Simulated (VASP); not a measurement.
Wanted: the native input for a VASP 6.6.1 run.

```yaml
Task: single point
Functional: PBEsol
Potentials_or_basis: VASP PAW PBE potentials, release 64 (Mg, Al, Sb)
Cutoff: 520 eV
k_mesh: 6 × 6 × 4
Occupations: fermi-dirac, width 0.15 eV
Spin: no spin polarisation
Dipole_correction: no
Further_INCAR_settings: ALGO = Normal; EDIFF = 1e-07; NBANDS = 17
```

The structure of MgAl2Sb2 lies in POSCAR:

```
MgAl2Sb2
1.0
    4.4117879955      0.0000000000      0.0000000000
   -2.2058939978      3.8207203585      0.0000000000
    0.0000000000      0.0000000000      6.7907107054
Mg Al Sb
1 2 2
Direct
    0.0000000000      0.0000000000      0.0000000000
    0.6666666667      0.3333333333      0.3707880000
    0.3333333333      0.6666666667      0.6292120000
    0.6666666667      0.3333333333      0.7696890000
    0.3333333333      0.6666666667      0.2303110000
```

The input as run:

INCAR

```
SYSTEM = MgAl2Sb2
PREC = Accurate ; ENCUT = 520
EDIFF = 1E-7 ; ISMEAR = -1
SIGMA = 0.15 ; LREAL = .False.
LASPH = .True. ; NELM = 60
ALGO = Normal ; ISIF = 2
LWAVE = .False. ; LCHARG = .True.
GGA = PS ; LELF = .True.
LVHAR = .True. ; NBANDS = 17
```

KPOINTS

```
Automatic mesh
0
Gamma
  6 6 4
  0 0 0
```

Potentials or basis: VASP PAW PBE potentials, release 64 (Mg, Al, Sb).

The run is started by

```bash
$ cat potpaw_PBE.64/Mg/POTCAR potpaw_PBE.64/Al/POTCAR potpaw_PBE.64/Sb/POTCAR > POTCAR
$ mpirun -np 1 vasp_std > vasp.out
```

Results of the run:

```
Pressure               : 5.6 GPa
Largest force          : 0.504 eV/Å
Band gap on the k mesh : zero (band 9 reaches 7.32 eV, above the bottom of band 10 at 6.30 eV)
```

Caveat: the PAW data sets were made with another functional, which shifts forces and pressure a little; spin-orbit coupling is left out, which moves the levels of the heavy elements.

Wall time 23 s on 1 thread of Intel(R) Xeon(R) 6975P-C (Granite Rapids) (shared host), peak memory 0.27 GiB.
